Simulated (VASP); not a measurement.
A run of VASP 6.6.1 is set up as follows.

Contents of INCAR:

```
ALGO     = Normal         # electronic algorithm
EDIFF    = 1E-6           # SCF threshold, eV
ENCUT    = 520            # plane-wave cutoff, eV
GGA      = PE             # functional
ISIF     = 2              # what is computed and relaxed
ISMEAR   = 0              # smearing method
LASPH    = T              # aspherical terms in the spheres
LCHARG   = T              # write CHGCAR
LELF     = T              # ELF
LREAL    = F              # projectors in reciprocal space
LVHAR    = T            
LWAVE    = F              # write WAVECAR
NBANDS   = 12             # bands
NELM     = 60             # most SCF steps
PREC     = Accurate       # precision mode
SIGMA    = 0.1            # smearing width, eV
```

Contents of KPOINTS:

```
k-points
0
Gamma
  6 6 6
```

POSCAR

```
AlO
1.0
    2.7708677693      0.0000000000      0.0000000000
    0.0000000000      2.7708677693      0.0000000000
    0.0000000000      0.0000000000      2.7708677693
Al O
1 1
Direct
    0.5000000000      0.5000000000      0.5000000000
    0.0000000000      0.0000000000      0.0000000000
```

Potentials or basis: VASP PAW PBE potentials, release 64 (Al, O).

The run is started by

```sh
$ cat potpaw_PBE.64/Al/POTCAR potpaw_PBE.64/O/POTCAR > POTCAR
$ mpirun -np 1 vasp_std > vasp.out
```

What does it give for the pressure?

-0.2 GPa.

Caveat: the k points lie up to 0.38 Å⁻¹ apart; an odd number of electrons without spin polarisation forces a metal; a magnetic or distorted state may lie lower.
